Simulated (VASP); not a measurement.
AlCo3:

```
Al Co
1.0
     3.57495    0.00000    0.00000
     0.00000    3.57495    0.00000
     0.00000    0.00000    3.57495
Al Co
1 3
Direct
  0.00000 0.00000 0.00000
  0.50000 0.50000 0.00000
  0.50000 0.00000 0.50000
  0.00000 0.50000 0.50000
```

Base run:

* Program: VASP 6.6.1
* Functional: PBEsol
* Potentials or basis: VASP PAW PBE potentials, release 64 (Al, Co)
* Cutoff: 520 eV
* k mesh: 6 × 6 × 6, shifted
* Occupations: gaussian, width 0.1 eV
* Spin: collinear spin, ferromagnetic start
* Starting moments: [0.0, 1.48, 1.48, 1.48] μB

Its results: pressure -7.4 GPa; net moment 3.96 μB per cell; site moments Al -0.04; Co +1.35 μB.

The run is repeated on the same cell with these changes: k mesh from 6 × 6 × 6, shifted to 4 × 4 × 4, through Γ. What comes out?

Pressure -7.7 GPa; net moment 3.77 μB per cell; site moments Al -0.04; Co +1.30 μB.

Caveats: some runs use coarse meshes; the PAW data sets were made with another functional, which shifts forces and pressure a little; the cell stands under tension (at least some runs).
